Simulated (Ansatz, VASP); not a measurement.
**One calculation of PbSe, two programs**

INCAR

```
PREC = Accurate
ENCUT = 520
EDIFF = 1E-6
ISMEAR = -1
SIGMA = 0.02
LREAL = False
LASPH = True
NELM = 60
ALGO = Normal
ISIF = 2
LWAVE = False
LCHARG = False
GGA = PE
NBANDS = 17
```

Contents of KPOINTS:

```
regular mesh
0
Gamma
  8 8 8
```

Contents of POSCAR:

```
PbSe
1.0
    3.7681577394      0.0000000000      0.0000000000
    0.0000000000      3.7681577394      0.0000000000
    0.0000000000      0.0000000000      3.7681577394
Pb Se
1 1
Direct
    0.0000000000      0.0000000000      0.0000000000
    0.5000000000      0.5000000000      0.5000000000
```

Input for Ansatz:

```yaml
crystal:
  lattice:
    - [3.7681577394, 0.0, 0.0]
    - [0.0, 3.7681577394, 0.0]
    - [0.0, 0.0, 3.7681577394]
  atoms:
    - { symbol: Pb, position: [0.0, 0.0, 0.0] }
    - { symbol: Se, position: [0.5, 0.5, 0.5] }
kpoints:
  mp_grid: { grid: [8, 8, 8] }
  band_path:
    path:
      - [[0.0, 0.0, 0.0], [2.036532406584e-51, 0.5, 8.518441802758e-36], [0.5, 0.5, 1.703688360552e-35], [0.0, 0.0, 0.0], [0.5, 0.5, 0.5], [2.036532406584e-51, 0.5, 8.518441802758e-36]]
      - [[0.5, 0.5, 0.5], [0.5, 0.5, 1.703688360552e-35]]
    npoints: 10
hamiltonian:
  xc: pbe
scf:
  occupations: { method: fermi_dirac, width: 0.02 }
  n_extra_bands: 4
output:
  forces: true
  stress: true
  eigenvalues: true
```

Alike in both runs: task single point; functional PBE; k mesh 8 × 8 × 8; occupations fermi-dirac, width 0.02 eV; no spin polarisation.

|  | VASP | Ansatz |
| --- | --- | --- |
| version | VASP 6.6.1 | Ansatz 0.2.0 |
| potentials or method | VASP PAW PBE potentials, release 64 (Pb_d, Se) | plane waves, PAW |
| plane-wave cutoff (eV) | 520 | 420 |
| valence electrons in the cell | 20 | 30 |

|  | VASP | Ansatz | Ansatz less VASP |
| --- | --- | --- | --- |
| pressure (GPa) | 0.4 | 0.4 | +0.02 |

The functional is the same, so the differences come from potentials, cutoffs and numerics. VASP's potentials hold 20 valence electrons a cell and Ansatz's 30, so a difference there can come from the potentials and not from the codes.

Spin-orbit coupling is off throughout.
